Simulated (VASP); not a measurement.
# Be6N (P6/mmm) in VASP: relaxation of cell and atoms with PBE

Aim: the relaxation of cell and atoms of Be6N with PBE.

All numbers are computed with VASP 6.6.1; they aren't measurements. Logs are shortened: lines on timing, memory, paths and dates and some standing lists are left out, and cuts for length are marked.

**1. The cell of the first run**

Symmetry: P6/mmm, No. 191, hexagonal system. Conventional cell: a = 3.900 Å, b = 3.900 Å, c = 3.304 Å, α = 90.00°, β = 90.00°, γ = 120.00°. Within 1.7 Å of Be (site symmetry m2m) lie 3 Be at 1.30 Å. N (site symmetry 6/mmm) has 12 Be at 2.10 Å within 2.8 Å.

**2. Relaxation of cell and atoms, PBE**

Input file INCAR:

```
SYSTEM = Be6N
ALGO = Normal ; EDIFF = 1E-6
EDIFFG = -0.04 ; ENCUT = 600
GGA = PE ; IBRION = 2
ISIF = 3 ; ISMEAR = 0
LASPH = .True. ; LCHARG = .False.
LREAL = .False. ; LWAVE = .False.
NELM = 60 ; NSW = 90
PREC = Accurate ; SIGMA = 0.1
```

Input file KPOINTS:

```
k-points
0
Gamma
  6 6 6
  0 0 0
```

Input file POSCAR:

```
Be6N
1.0
    3.8995017900      0.0000000000      0.0000000000
   -1.9497509000      3.3770676100      0.0000000000
    0.0000000000      0.0000000000      3.3042655200
Be N
6 1
Direct
    0.0000000000      0.3336124100      0.5000000000
    0.6663875900      0.6663875900      0.5000000000
    0.3336124100      0.0000000000      0.5000000000
    0.0000000000      0.6663875900      0.5000000000
    0.3336124100      0.3336124100      0.5000000000
    0.6663875900      0.0000000000      0.5000000000
    0.0000000000      0.0000000000      0.0000000000
```

Potentials or basis: VASP PAW PBE potentials, release 64 (Be, N).

The run is started by

```bash
$ cat potpaw_PBE.64/Be/POTCAR potpaw_PBE.64/N/POTCAR > POTCAR
$ mpirun -np 1 vasp_std > vasp.out
```

OUTCAR:

```text
SYSTEM = Be6N
   EDIFF = 1E-6
   EDIFFG = -0.04
   ENCUT = 600
   GGA = PE
   IBRION = 2
   ISIF = 3
   ISMEAR = 0
   LASPH = .True.
   LREAL = .False.
   NELM = 60
   NSW = 90
   PREC = Accurate

 ion  position               nearest neighbor table
   1  0.000  0.334  0.500-   4 1.30   6 1.30   5 1.30   3 2.25   2 2.25   3 2.25   2 2.25   2 2.25
                             3 2.25
   2  0.666  0.666  0.500-   5 1.30   4 1.30   6 1.30   1 2.25   3 2.25   1 2.25   3 2.25   3 2.25
                             1 2.25
   3  0.334  0.000  0.500-   6 1.30   4 1.30   5 1.30   1 2.25   1 2.25   2 2.25   2 2.25   2 2.25
                             1 2.25
   4  0.000  0.666  0.500-   1 1.30   3 1.30   2 1.30   6 2.25   5 2.25   6 2.25   5 2.25   5 2.25
                             6 2.25
   5  0.334  0.334  0.500-   2 1.30   1 1.30   3 1.30   4 2.25   6 2.25   4 2.25   6 2.25   6 2.25
                             4 2.25
   6  0.666  0.000  0.500-   3 1.30   1 1.30   2 1.30   4 2.25   4 2.25   5 2.25   5 2.25   5 2.25
                             4 2.25
   7  0.000  0.000  0.000-

  LATTYP: Found a hexagonal cell.
 ALAT       =     3.8995017900
 C/A-ratio  =     0.8473558157

  Lattice vectors:

 A1 = (   3.8995017900,   0.0000000000,   0.0000000000)
 A2 = (  -1.9497509000,   3.3770676100,   0.0000000000)
 A3 = (   0.0000000000,   0.0000000000,   3.3042655200)

Analysis of symmetry for initial positions (statically):
=====================================================================
 Subroutine PRICEL returns:
 Original cell was already a primitive cell.

 Routine SETGRP: Setting up the symmetry group for a
 hexagonal supercell.

 Subroutine GETGRP returns: Found 24 space group operations
 (whereof 24 operations were pure point group operations)
 out of a pool of 24 trial point group operations.

The static configuration has the point symmetry D_6h.

Analysis of symmetry for dynamics (positions and initial velocities):
=====================================================================
 Subroutine PRICEL returns:
 Original cell was already a primitive cell.

 Routine SETGRP: Setting up the symmetry group for a
 hexagonal supercell.

 Subroutine GETGRP returns: Found 24 space group operations
 (whereof 24 operations were pure point group operations)
 out of a pool of 24 trial point group operations.

The dynamic configuration has the point symmetry D_6h.

 Subroutine INISYM returns: Found 24 space group operations
 (whereof 24 operations are pure point group operations),
 and found     1 'primitive' translations

----------------------------------------------------------------------------------------

                                     Primitive cell

  volume of cell :      43.5135

  direct lattice vectors                    reciprocal lattice vectors
     3.899501790  0.000000000  0.000000000     0.256443016  0.148057445  0.000000000
    -1.949750900  3.377067610  0.000000000     0.000000000  0.296114889  0.000000000
     0.000000000  0.000000000  3.304265520     0.000000000  0.000000000  0.302639117

  length of vectors
     3.899501790  3.899501791  3.304265520     0.296114889  0.296114889  0.302639117

  position of ions in fractional coordinates (direct lattice)
     0.000000000  0.333612410  0.500000000
     0.666387590  0.666387590  0.500000000
     0.333612410  0.000000000  0.500000000
     0.000000000  0.666387590  0.500000000
     0.333612410  0.333612410  0.500000000
     0.666387590  0.000000000  0.500000000
     0.000000000  0.000000000  0.000000000

  ion indices of the primitive-cell ions
   primitive index   ion index
                 1           1
                 2           2
                 3           3
                 4           4
                 5           5
                 6           6
                 7           7

----------------------------------------------------------------------------------------

 KPOINTS: k-points

Automatic generation of k-mesh.
 Grid dimensions read from file:
 generate k-points for:    6    6    6

 Generating k-lattice:

  Cartesian coordinates                     Fractional coordinates (reciprocal lattice)
     0.042740503  0.024676241  0.000000000     0.166666667  0.000000000  0.000000000
     0.000000000  0.049352481  0.000000000     0.000000000  0.166666667  0.000000000
     0.000000000  0.000000000  0.050439853     0.000000000  0.000000000  0.166666667

  Length of vectors
     0.049352481  0.049352481  0.050439853

  Shift w.r.t. Gamma in fractional coordinates (k-lattice)
     0.000000000  0.000000000  0.000000000

 Subroutine IBZKPT returns following result:
 ===========================================

 Found     28 irreducible k-points:

 Following reciprocal coordinates:
            Coordinates               Weight
  0.000000  0.000000  0.000000      1.000000
  0.166667  0.000000  0.000000      6.000000
  0.333333  0.000000  0.000000      6.000000
  0.500000  0.000000  0.000000      3.000000
  0.166667  0.166667  0.000000      6.000000
  0.333333  0.166667  0.000000     12.000000
[... 16 lines left out ...]
  0.166667  0.000000  0.500000      6.000000
  0.333333  0.000000  0.500000      6.000000
 [... further k-points ...]
   k-points           NKPTS =     28   k-points in BZ     NKDIM =     28   number of bands    NBANDS=     12
   number of dos      NEDOS =    301   number of ions     NIONS =      7
   total plane-waves  NPLWV =  28672
   dimension x,y,z NGX =    32 NGY =   32 NGZ =   28
   dimension x,y,z NGXF=    64 NGYF=   64 NGZF=   56
   ions per type =               6   1
   NGX,Y,Z   is equivalent  to a cutoff of  13.64, 13.64, 14.09 a.u.
   NGXF,Y,Z  is equivalent  to a cutoff of  27.28, 27.28, 28.18 a.u.
 SYSTEM =  Be6N
   PREC   = accura    normal or accurate (medium, high low for compatibility)
   ISTART =      0    job   : 0-new  1-cont  2-samecut
   ICHARG =      2    charge: 1-file 2-atom 10-const
   ISPIN  =      1    spin polarized calculation?
   LNONCOLLINEAR =      F non collinear calculations
   LSORBIT =      F    spin-orbit coupling
   LASPH  =      T    aspherical Exc in radial PAW
   ENCUT  =  600.0 eV  44.10 Ry    6.64 a.u.   7.79  7.79  6.60*2*pi/ulx,y,z
   NELM   =     60;   NELMIN=  2; NELMDL= -5     # of ELM steps
   EDIFF  = 0.1E-05   stopping-criterion for ELM
   LREAL  =      F    real-space projection
   EDIFFG = -.4E-01   stopping-criterion for IOM
   NSW    =     90    number of steps for IOM
   IBRION =      2    ionic relax: 0-MD 1-quasi-New 2-CG
   NFREE  =      1    steps in history (QN), initial steepest desc. (CG)
   ISIF   =      3    stress and relaxation
   ISYM   =      2    0-nonsym 1-usesym 2-fastsym
   POTIM  = 0.5000    time-step for ionic-motion
   TEBEG  =    0.0;   TEEND  =   0.0 temperature during run
   PSTRESS=    0.0 pullay stress
   NELECT =      17.0000    total number of electrons
   NUPDOWN=      -1.0000    fix difference up-down
   EMIN   =  10.00;   EMAX   =-10.00  energy-range for DOS
   EFERMI =   0.00;   METHOD = LEGACY
   ISMEAR =     0;   SIGMA  =   0.10  broadening in eV -4-tet -1-fermi 0-gaus
   EFERMI_NEDOS =   21; number of points for ismear=-14 and -15
   IALGO  =     38    algorithm
   IMIX   =      4    mixing-type and parameters
     AMIX     =   0.40;   BMIX     =  1.00
     AMIX_MAG =   1.60;   BMIX_MAG =  1.00
  volume/ion in A,a.u.               =       6.22        41.95
  Fermi-wavevector in a.u.,A,eV,Ry     =   1.196786  2.261598 19.487583  1.432297
  Thomas-Fermi vector in A             =   2.332718
   LORBIT       =      0    0 simple, 1 ext, 2 COOP (PROOUT), +10 PAW based schemes
   GGA     = PE    functional components
   LHFCALC =     F    Hartree Fock is set to
   AEXX    =    0.0000 exact exchange contribution
   IVDW    =     0    specifies the selected vdW correction
   LEPSILON=     F    determine dielectric tensor
   LRPA    =     F    only Hartree local field effects (RPA)
 conjugate gradient relaxation of ions
 non-spin polarized calculation
 Gauss-broadening in eV      SIGMA  =   0.10
  energy-cutoff  :      600.00
  volume of cell :       43.51
 maximum number of plane-waves:      1471
 NGX is ok and might be reduce to    32
   NGX = 15   NGY = 15   NGZ = 13

--------------------------------------- Ionic step        1  -------------------------------------------

 number of electron      17.0000001 magnetization

 Free energy of the ion-electron system (eV)
  ---------------------------------------------------
  ext. energy  EPLUGINS =         0.00000000
  ---------------------------------------------------
  free energy    TOTEN  =        18.16961910 eV

  energy without entropy =       18.18578273  energy(sigma->0) =       18.17770091

------------------------ aborting loop because EDIFF is reached ----------------------------------------

  FORCE on cell =-STRESS in cart. coord.  units (eV):
  Direction    XX          YY          ZZ          XY          YZ          ZX
  --------------------------------------------------------------------------------------
  -------------------------------------------------------------------------------------
  Total       88.3656912     88.3656910      0.9472396     -0.0000001      0.0000000      0.0000000
  in kB     3253.6470753   3253.6470710     34.8776007     -0.0000048      0.0000000      0.0000000
  external PRESSURE =    2180.7239157 kB  Pullay stress =       0.0000000 kB
[... 831 lines left out ...]
 k-point    24 :       0.3333    0.0000    0.5000
  band No.  band energies     occupation
      1     -13.3565      2.00000
      2       9.7463      2.00000
      3      10.9717      2.00000
      4      11.0647      2.00000
      5      13.2547      0.00000
      6      13.3752      0.00000
      7      14.3522      0.00000
      8      17.3409      0.00000
      9      19.3298      0.00000
     10      19.4299      0.00000
     11      29.5384      0.00000
     12      29.5687      0.00000

 [... further k-points ...]

[... ionic steps 4 to 16 ...]

--------------------------------------- Ionic step       17  -------------------------------------------

 number of electron      17.0000004 magnetization

------------------------ aborting loop because EDIFF is reached ----------------------------------------

  FORCE on cell =-STRESS in cart. coord.  units (eV):
  Direction    XX          YY          ZZ          XY          YZ          ZX
  --------------------------------------------------------------------------------------
  -------------------------------------------------------------------------------------
  Total        0.0295263      0.0295263     -1.4520138     -0.0000000      0.0000000      0.0000000
  in kB        0.7037821      0.7037821    -34.6099078     -0.0000000      0.0000000      0.0000000
  external PRESSURE =     -11.0674478 kB  Pullay stress =       0.0000000 kB
[... 436 lines left out ...]
  energy  without entropy=      -21.6803084946  energy(sigma->0) =      -21.68254558

--------------------------------------- Ionic step       19  -------------------------------------------

 number of electron      17.0000003 magnetization

 Free energy of the ion-electron system (eV)
  ---------------------------------------------------
  ext. energy  EPLUGINS =         0.00000000
  ---------------------------------------------------
  free energy    TOTEN  =       -21.69008042 eV

  energy without entropy =      -21.68549388  energy(sigma->0) =      -21.68778715

 E-fermi :   4.8432     XC(G=0): -10.0082

 val. band max:        4.8186801031   @ k =   0.0000   0.0000   0.1667
 cond. band min:       4.9033806958   @ k =   0.1667   0.1667   0.5000
 fundamental gap:      0.0847005927
 Fermi energy:         4.8431907303

 k-point     1 :       0.0000    0.0000    0.0000
  band No.  band energies     occupation
      1     -13.2650      2.00000
      2      -3.6183      2.00000
      3      -3.6183      2.00000
      4      -3.1049      2.00000
      5      -0.5003      2.00000
      6      -0.5003      2.00000
      7       0.5712      2.00000
      8       4.2252      2.00000
      9       4.3529      2.00000
     10       4.3529      2.00000
     11       4.6056      1.99922
     12       4.6056      1.99922
[... 379 lines left out ...]
  FREE ENERGIE OF THE ION-ELECTRON SYSTEM (eV)
  ---------------------------------------------------
  free  energy   TOTEN  =       -21.6900804154 eV

  energy  without entropy=      -21.6854938838  energy(sigma->0) =      -21.68778715

 reached required accuracy - stopping structural energy minimisation
```

Run time: 3.4 min. Hardware: 1 thread of Intel Xeon Platinum 8375C at 2.90GHz (Ice Lake), shared host; peak memory 0.18 GiB.

Results:

- Free energy: -21.6901 eV
- Relaxed volume: 9.51 Å³/atom
- Relaxed cell: a = 6.236 Å, b = 6.236 Å, c = 1.978 Å, α = 90.00°, β = 90.00°, γ = 120.00°
- Space group after relaxing (to 0.05 Å): P6/mmm (No. 191)
- Energy gained by relaxing: 5694.2 meV/atom
- Ionic steps: 19
- Pressure after relaxing: 0.0 GPa
- Largest force after relaxing: 0.007 eV/Å

Forces in eV/Å, atoms in the order of the input:
```
Be  -0.003  0.006  0.000
Be  -0.003 -0.006  0.000
Be   0.007  0.000  0.000
Be   0.003 -0.006  0.000
Be   0.003  0.006  0.000
Be  -0.007  0.000  0.000
N    0.000  0.000  0.000
```

Stress tensor (GPa, compression positive):
```
 0.05  0.00  0.00
 0.00  0.05  0.00
 0.00  0.00 -0.24
```

Step by step:
| step | energy change (eV) | largest force (eV/Å) | pressure (GPa) | volume (Å³) |
| --- | --- | --- | --- | --- |
| 1 | 0.0000 | 0.0711 | 218.07 | 43.51 |
| 2 | -34.6614 | 0.4338 | -11.21 | 113.39 |
| 3 | -34.9001 | 0.4633 | -1.26 | 97.53 |
| 4 | -34.9979 | 0.4531 | -5.68 | 103.33 |
| 5 | -34.9965 | 0.4560 | -4.66 | 101.88 |
| 6 | -35.7886 | 0.0114 | -5.50 | 95.76 |
| 7 | -38.3182 | 1.0035 | -4.19 | 76.60 |
| 8 | 38.9667 | 4.1969 | 449.39 | 34.61 |
| 9 | -38.4506 | 1.0938 | -3.58 | 75.45 |
| 10 | -35.6689 | 2.4135 | 47.40 | 55.62 |
| 11 | -38.8331 | 1.2090 | -0.45 | 72.10 |
| 12 | -39.0753 | 1.3793 | 4.46 | 68.18 |
| 13 | -39.4028 | 1.2621 | 4.57 | 66.71 |
| 14 | -39.3958 | 1.2280 | 4.37 | 66.48 |
| 15 | -39.7372 | 0.4825 | -1.81 | 68.35 |
| 16 | -39.7766 | 0.1197 | -3.92 | 69.21 |
| 17 | -39.8527 | 0.0728 | -1.11 | 67.22 |
| 18 | -39.8544 | 0.0392 | -1.51 | 67.47 |
| 19 | -39.8597 | 0.0069 | -0.05 | 66.60 |

Final structure:
```cif
data_structure
_symmetry_space_group_name_H-M 'P 1'
_symmetry_Int_Tables_number 1
_cell_length_a 6.2356
_cell_length_b 6.2356
_cell_length_c 1.9779
_cell_angle_alpha 90.000
_cell_angle_beta 90.000
_cell_angle_gamma 120.000
_cell_volume 66.60
loop_
_atom_site_label
_atom_site_type_symbol
_atom_site_fract_x
_atom_site_fract_y
_atom_site_fract_z
_atom_site_occupancy
Be1 Be 0.00000 0.33783 0.50000 1
Be2 Be 0.66217 0.66217 0.50000 1
Be3 Be 0.33783 0.00000 0.50000 1
Be4 Be 0.00000 0.66217 0.50000 1
Be5 Be 0.33783 0.33783 0.50000 1
Be6 Be 0.66217 0.00000 0.50000 1
N1 N 0.00000 0.00000 0.00000 1
```

Caveat: the volume moved by over 15 % at a fixed basis, so the end points are rough; the bands computed are all filled at some k points, so no gap is given.
